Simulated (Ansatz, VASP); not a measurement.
**One calculation of Ge, two programs**

Contents of INCAR:

```
SYSTEM = Ge
PREC = Accurate ; ENCUT = 520
EDIFF = 1E-6 ; ISMEAR = 0
SIGMA = 0.011 ; LREAL = .False.
LASPH = .True. ; NELM = 80
ALGO = Normal ; ISIF = 2
LWAVE = .False. ; LCHARG = .False.
GGA = PE ; NBANDS = 13
```

The input KPOINTS:

```
regular mesh
0
Gamma
  11 11 11
  0 0 0
```

POSCAR

```
Ge
1.0
   -0.0282083000      2.1019966500      2.1134578200
    2.0716247400     -0.0325513900      2.1178009100
    2.0429605600      2.0776755600     -0.0038872100
Ge
1
Direct
    0.0000000000      0.0000000000      0.0000000000
```

File input.yaml:

```yaml
crystal:
  lattice:
    - [-0.0282083, 2.10199665, 2.11345782]
    - [2.07162474, -0.03255139, 2.11780091]
    - [2.04296056, 2.07767556, -0.00388721]
  atoms:
    - { symbol: Ge, position: [0.0, 0.0, 0.0] }
hamiltonian:
  xc: pbe
  pseudopotentials: { kind: paw }
kpoints:
  mp_grid: { grid: [11, 11, 11] }
scf:
  occupations: { method: gaussian, width: 0.011 }
output:
  forces: true
  stress: true
  eigenvalues: true
  write_density: true
  write_potential: true
  elf: true
  volumetric_format: npy
```

Change from the starting cell: cell sheared at random, sigma 0.01, atoms nudged by 0.01 Å.

Alike in both runs: task single point; functional PBE; k mesh 11 × 11 × 11; occupations gaussian, width 0.011 eV; no spin polarisation.

```csv
,VASP,Ansatz
version,VASP 6.6.1,Ansatz 0.2.0
potentials or method,"VASP PAW PBE potentials, release 64 (Ge_d)",Ansatz PAW
plane-wave cutoff (eV),520,420
valence electrons in the cell,14,14
```

Ansatz gave:

* gap on the k mesh at the Fermi level (eV): none
* pressure (GPa): 4.2
* traceless stress, the component that is largest in VASP (GPa): 1.54

Question: What did VASP give for the same quantities?

Answer: gap on the k mesh at the Fermi level (eV): none; pressure (GPa): 4.1; traceless stress, the component that is largest in VASP (GPa): 1.54.

A gap of «none» marks a metal or a gap that the smearing closes.
